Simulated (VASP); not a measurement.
# GaSe (P6_3/mmc) in VASP: single point with PBEsol

Aim: the single point of GaSe with PBEsol.

All numbers are computed with VASP 6.6.1; they aren't measurements. Logs are shortened: lines on timing, memory, paths and dates and some standing lists are left out, and cuts for length are marked.

## (1) The cell of the first run

Symmetry: P6_3/mmc, No. 194, hexagonal system. The conventional cell has a = 3.815 Å, b = 3.815 Å, c = 18.213 Å, α = 90.00°, β = 90.00°, γ = 120.00°. Within 3.3 Å of Ga (site symmetry 3m) lie 1 Ga at 2.47 Å and 3 Se at 2.49 Å. Within 3.3 Å of Se (site symmetry 3m) lie 3 Ga at 2.49 Å.

## (2) Single point, PBEsol

POSCAR reads:

```
GaSe
1.0
    3.8150704596      0.0000000000      0.0000000000
   -1.9075352298      3.3039479353      0.0000000000
    0.0000000000      0.0000000000     18.2131439409
Ga Se
4 4
Direct
    0.3333333333      0.6666666667      0.1822318036
    0.6666666667      0.3333333333      0.6822318036
    0.3333333333      0.6666666667      0.3177681964
    0.6666666667      0.3333333333      0.8177681964
    0.3333333333      0.6666666667      0.6178939499
    0.6666666667      0.3333333333      0.1178939499
    0.3333333333      0.6666666667      0.8821060501
    0.6666666667      0.3333333333      0.3821060501
```

INCAR.step1 reads:

```
SYSTEM = GaSe
PREC = Accurate ; ENCUT = 400
EDIFF = 1E-6 ; ISMEAR = 0
SIGMA = 0.02 ; LREAL = .FALSE.
LASPH = .TRUE. ; NELM = 120
ALGO = Normal ; ISIF = 2
LWAVE = .FALSE. ; LCHARG = .TRUE.
GGA = PS ; NBANDS = 48
GGA_COMPAT = .FALSE. ; NEDOS = 2001
LORBIT = 11
```

KPOINTS.step1 reads:

```
regular mesh
0
G
  12 12 2
  0 0 0
```

INCAR.step2 reads:

```
SYSTEM = GaSe
PREC = Accurate ; ENCUT = 400
EDIFF = 1E-6 ; ISMEAR = -5
SIGMA = 0.02 ; LREAL = .FALSE.
LASPH = .TRUE. ; NELM = 120
ALGO = Normal ; ISIF = 2
LWAVE = .FALSE. ; LCHARG = .FALSE.
GGA = PS ; LORBIT = 11
NEDOS = 2001 ; ICHARG = 11
GGA_COMPAT = .FALSE.
```

KPOINTS.step2 reads:

```
regular mesh
0
G
  18 18 3
  0 0 0
```

Potentials or basis: VASP PAW PBE potentials, release 64 (Ga_d, Se).

Launch:

```console
$ cat potpaw_PBE.64/Ga_d/POTCAR potpaw_PBE.64/Se/POTCAR > POTCAR
$ cp INCAR.step1 INCAR
$ cp KPOINTS.step1 KPOINTS
$ mpirun -np 1 vasp_std > vasp.out
$ cp INCAR.step2 INCAR
$ cp KPOINTS.step2 KPOINTS
$ mpirun -np 1 vasp_std > vasp.out
```

OUTCAR:

```text
SYSTEM = GaSe
   PREC = Accurate
   ENCUT = 400
   EDIFF = 1E-6
   ISMEAR = -5
   LREAL = .FALSE.
   LASPH = .TRUE.
   NELM = 120
   ISIF = 2
   GGA = PS
   LORBIT = 11
   ICHARG = 11

 ion  position               nearest neighbor table
   1  0.333  0.667  0.182-   3 2.47   6 2.49   6 2.49   6 2.49
   2  0.667  0.333  0.682-   4 2.47   5 2.49   5 2.49   5 2.49
   3  0.333  0.667  0.318-   1 2.47   8 2.49   8 2.49   8 2.49
   4  0.667  0.333  0.818-   2 2.47   7 2.49   7 2.49   7 2.49
   5  0.333  0.667  0.618-   2 2.49   2 2.49   2 2.49
   6  0.667  0.333  0.118-   1 2.49   1 2.49   1 2.49
   7  0.333  0.667  0.882-   4 2.49   4 2.49   4 2.49
   8  0.667  0.333  0.382-   3 2.49   3 2.49   3 2.49

  LATTYP: Found a hexagonal cell.
 ALAT       =     3.8150704596
 C/A-ratio  =     4.7739993622

  Lattice vectors:

 A1 = (   3.8150704596,   0.0000000000,   0.0000000000)
 A2 = (  -1.9075352298,   3.3039479353,   0.0000000000)
 A3 = (   0.0000000000,   0.0000000000,  18.2131439409)

Analysis of symmetry for initial positions (statically):
=====================================================================
 Subroutine PRICEL returns:
 Original cell was already a primitive cell.

 Routine SETGRP: Setting up the symmetry group for a
 hexagonal supercell.

 Subroutine GETGRP returns: Found 24 space group operations
 (whereof 12 operations were pure point group operations)
 out of a pool of 24 trial point group operations.

The static configuration has the point symmetry D_3d.
 The point group associated with its full space group is D_6h.

Analysis of symmetry for dynamics (positions and initial velocities):
=====================================================================
 Subroutine PRICEL returns:
 Original cell was already a primitive cell.

 Routine SETGRP: Setting up the symmetry group for a
 hexagonal supercell.

 Subroutine GETGRP returns: Found 24 space group operations
 (whereof 12 operations were pure point group operations)
 out of a pool of 24 trial point group operations.

The dynamic configuration has the point symmetry D_3d.
 The point group associated with its full space group is D_6h.

 Subroutine INISYM returns: Found 24 space group operations
 (whereof 12 operations are pure point group operations),
 and found     1 'primitive' translations

----------------------------------------------------------------------------------------

                                     Primitive cell

  volume of cell :     229.5729

  direct lattice vectors                    reciprocal lattice vectors
     3.815070460  0.000000000  0.000000000     0.262118357  0.151334104  0.000000000
    -1.907535230  3.303947935  0.000000000     0.000000000  0.302668208  0.000000000
     0.000000000  0.000000000 18.213143941     0.000000000  0.000000000  0.054905403

  length of vectors
     3.815070460  3.815070460 18.213143941     0.302668208  0.302668208  0.054905403

  position of ions in fractional coordinates (direct lattice)
     0.333333333  0.666666667  0.182231804
     0.666666667  0.333333333  0.682231804
     0.333333333  0.666666667  0.317768196
     0.666666667  0.333333333  0.817768196
     0.333333333  0.666666667  0.617893950
     0.666666667  0.333333333  0.117893950
     0.333333333  0.666666667  0.882106050
     0.666666667  0.333333333  0.382106050

  ion indices of the primitive-cell ions
   primitive index   ion index
                 1           1
                 2           2
                 3           3
                 4           4
                 5           5
                 6           6
                 7           7
                 8           8

----------------------------------------------------------------------------------------

 KPOINTS: regular mesh

Automatic generation of k-mesh.
 Grid dimensions read from file:
 generate k-points for:   18   18    3

 Generating k-lattice:

  Cartesian coordinates                     Fractional coordinates (reciprocal lattice)
     0.014562131  0.008407450  0.000000000     0.055555556 -0.000000000  0.000000000
     0.000000000  0.016814900  0.000000000     0.000000000  0.055555556  0.000000000
     0.000000000  0.000000000  0.018301801     0.000000000  0.000000000  0.333333333

  Length of vectors
     0.016814900  0.016814900  0.018301801

  Shift w.r.t. Gamma in fractional coordinates (k-lattice)
     0.000000000  0.000000000  0.000000000

 TETIRR: Found    828 inequivalent tetrahedra from     5832

 Subroutine IBZKPT returns following result:
 ===========================================

 Found     74 irreducible k-points:

 Following reciprocal coordinates:
            Coordinates               Weight
  0.000000  0.000000  0.000000      1.000000
  0.055556 -0.000000  0.000000      6.000000
  0.111111 -0.000000  0.000000      6.000000
  0.166667  0.000000  0.000000      6.000000
  0.222222  0.000000  0.000000      6.000000
  0.277778 -0.000000  0.000000      6.000000
[... 16 lines left out ...]
  0.333333  0.111111  0.000000     12.000000
  0.388889  0.111111  0.000000     12.000000
 [... further k-points ...]
   k-points           NKPTS =     74   k-points in BZ     NKDIM =     74   number of bands    NBANDS=     45
   number of dos      NEDOS =   2001   number of ions     NIONS =      8
   total plane-waves  NPLWV =  94080
   dimension x,y,z NGX =    28 NGY =   28 NGZ =  120
   dimension x,y,z NGXF=    56 NGYF=   56 NGZF=  240
   ions per type =               4   4
   NGX,Y,Z   is equivalent  to a cutoff of  12.20, 12.20, 10.95 a.u.
   NGXF,Y,Z  is equivalent  to a cutoff of  24.40, 24.40, 21.91 a.u.
 SYSTEM =  GaSe
   PREC   = accura    normal or accurate (medium, high low for compatibility)
   ISTART =      0    job   : 0-new  1-cont  2-samecut
   ICHARG =     11    charge: 1-file 2-atom 10-const
   ISPIN  =      1    spin polarized calculation?
   LNONCOLLINEAR =      F non collinear calculations
   LSORBIT =      F    spin-orbit coupling
   LASPH  =      T    aspherical Exc in radial PAW
   ENCUT  =  400.0 eV  29.40 Ry    5.42 a.u.   6.22  6.22 29.70*2*pi/ulx,y,z
   NELM   =    120;   NELMIN=  2; NELMDL=  0     # of ELM steps
   EDIFF  = 0.1E-05   stopping-criterion for ELM
   LREAL  =      F    real-space projection
   EDIFFG = 0.1E-04   stopping-criterion for IOM
   NSW    =      0    number of steps for IOM
   IBRION =     -1    ionic relax: 0-MD 1-quasi-New 2-CG
   NFREE  =      0    steps in history (QN), initial steepest desc. (CG)
   ISIF   =      2    stress and relaxation
   ISYM   =      2    0-nonsym 1-usesym 2-fastsym
   POTIM  = 0.5000    time-step for ionic-motion
   TEBEG  =    0.0;   TEEND  =   0.0 temperature during run
   PSTRESS=    0.0 pullay stress
   NELECT =      76.0000    total number of electrons
   NUPDOWN=      -1.0000    fix difference up-down
   EMIN   =  10.00;   EMAX   =-10.00  energy-range for DOS
   EFERMI =   0.00;   METHOD = LEGACY
   ISMEAR =    -5;   SIGMA  =   0.02  broadening in eV -4-tet -1-fermi 0-gaus
   EFERMI_NEDOS =   21; number of points for ismear=-14 and -15
   IALGO  =     38    algorithm
   IMIX   =      4    mixing-type and parameters
     AMIX     =   0.40;   BMIX     =  1.00
     AMIX_MAG =   1.60;   BMIX_MAG =  1.00
  volume/ion in A,a.u.               =      28.70       193.65
  Fermi-wavevector in a.u.,A,eV,Ry     =   1.132502  2.140119 17.450312  1.282562
  Thomas-Fermi vector in A             =   2.269204
   LORBIT       =     11    0 simple, 1 ext, 2 COOP (PROOUT), +10 PAW based schemes
   GGA     = PS    functional components
   LHFCALC =     F    Hartree Fock is set to
   AEXX    =    0.0000 exact exchange contribution
   IVDW    =     0    specifies the selected vdW correction
   LEPSILON=     F    determine dielectric tensor
   LRPA    =     F    only Hartree local field effects (RPA)
 non-spin polarized calculation
 Fermi weights with tetrahedron method with Bloechl corrections
  energy-cutoff  :      400.00
  volume of cell :      229.57
 maximum number of plane-waves:      4195
 NGX is ok and might be reduce to    28

 number of electron      76.0000010 magnetization

 Free energy of the ion-electron system (eV)
  ---------------------------------------------------
  ext. energy  EPLUGINS =         0.00000000
  ---------------------------------------------------
  free energy    TOTEN  =       -33.14685804 eV

  energy without entropy =      -33.14685804  energy(sigma->0) =      -33.14685804

 E-fermi :   1.5748     XC(G=0):  -8.5035

 val. band max:        1.5711384463   @ k =   0.0556   0.0556   0.0000
 cond. band min:       2.8304584754   @ k =   0.0000   0.0000   0.0000
 fundamental gap:      1.2593200291
 Fermi energy:         1.5747960517

 k-point     1 :       0.0000    0.0000    0.0000
  band No.  band energies     occupation
      1     -13.0213      2.00000
      2     -13.0211      2.00000
      3     -12.9073      2.00000
      4     -12.9072      2.00000
      5     -12.9071      2.00000
      6     -12.9071      2.00000
[... 37 lines left out ...]
     44       5.9377      0.00000
     45       5.9451      0.00000

 k-point     2 :       0.0556   -0.0000    0.0000
  band No.  band energies     occupation
      1     -13.0214      2.00000
      2     -13.0212      2.00000
      3     -12.9150      2.00000
      4     -12.9148      2.00000
      5     -12.9068      2.00000
      6     -12.9068      2.00000
[... 1048 lines left out ...]
 k-point    24 :       0.3889    0.1111    0.0000
  band No.  band energies     occupation
      1     -13.0934      2.00000
      2     -13.0930      2.00000
      3     -13.0200      2.00000
      4     -13.0196      2.00000
      5     -12.9864      2.00000
      6     -12.9862      2.00000
[... 37 lines left out ...]
     44       5.9271      0.00000
     45       5.9909      0.00000

 [... further k-points ...]

------------------------ aborting loop because EDIFF is reached ----------------------------------------

  FORCE on cell =-STRESS in cart. coord.  units (eV):
  Direction    XX          YY          ZZ          XY          YZ          ZX
  --------------------------------------------------------------------------------------
  -------------------------------------------------------------------------------------
  Total       -3.6481578     -3.6481578     -2.7344501      0.0000000     -0.0000000      0.0000000
  in kB      -25.4603005    -25.4603005    -19.0835825      0.0000000     -0.0000000      0.0000000
  external PRESSURE =     -23.3347278 kB  Pullay stress =       0.0000000 kB

 VOLUME and BASIS-vectors are now :
 -----------------------------------------------------------------------------
  energy-cutoff  :      400.00
  volume of cell :      229.57
      direct lattice vectors                 reciprocal lattice vectors
     3.815070460  0.000000000  0.000000000     0.262118357  0.151334104  0.000000000
    -1.907535230  3.303947935  0.000000000     0.000000000  0.302668208  0.000000000
     0.000000000  0.000000000 18.213143941     0.000000000  0.000000000  0.054905403

 POSITION                                       TOTAL-FORCE (eV/Angst)
 -----------------------------------------------------------------------------------
     -0.00000      2.20263      3.31901        -0.000000      0.000000      0.003571
      1.90754      1.10132     12.42559         0.000000      0.000000      0.003571
     -0.00000      2.20263      5.78756         0.000000      0.000000     -0.003571
      1.90754      1.10132     14.89413         0.000000     -0.000000     -0.003571
     -0.00000      2.20263     11.25379        -0.000000     -0.000000      0.214961
      1.90754      1.10132      2.14722        -0.000000     -0.000000      0.214961
     -0.00000      2.20263     16.06592        -0.000000     -0.000000     -0.214961
      1.90754      1.10132      6.95935        -0.000000     -0.000000     -0.214961
 -----------------------------------------------------------------------------------
    total drift:                                0.000000     -0.000000      0.000000

  FREE ENERGIE OF THE ION-ELECTRON SYSTEM (eV)
  ---------------------------------------------------
  free  energy   TOTEN  =       -33.1468580358 eV

  energy  without entropy=      -33.1468580358  energy(sigma->0) =      -33.14685804

 total charge

# of ion       s       p       d       tot
------------------------------------------
    1        0.897   0.714   9.987  11.598
    2        0.897   0.714   9.987  11.598
    3        0.897   0.714   9.987  11.598
    4        0.897   0.714   9.987  11.598
    5        1.470   2.329   0.027   3.826
    6        1.470   2.329   0.027   3.826
    7        1.470   2.329   0.027   3.826
    8        1.470   2.329   0.027   3.826
--------------------------------------------------
tot          9.470  12.171  40.059  61.700
```

Run time: 6.5 min. Hardware: 1 thread of AMD EPYC 9R45 (Zen 5), shared host; peak memory 0.51 GiB.

Results:

| Item | Value |
| --- | --- |
| Valence electrons inside the program's atomic spheres | Ga 11.60; Se 3.83 |

Caveat: the PAW data sets were made with another functional, which shifts forces and pressure a little; this functional lacks dispersion, which binds layers or chains, so the pressure and a relaxed spacing across them are unreliable.
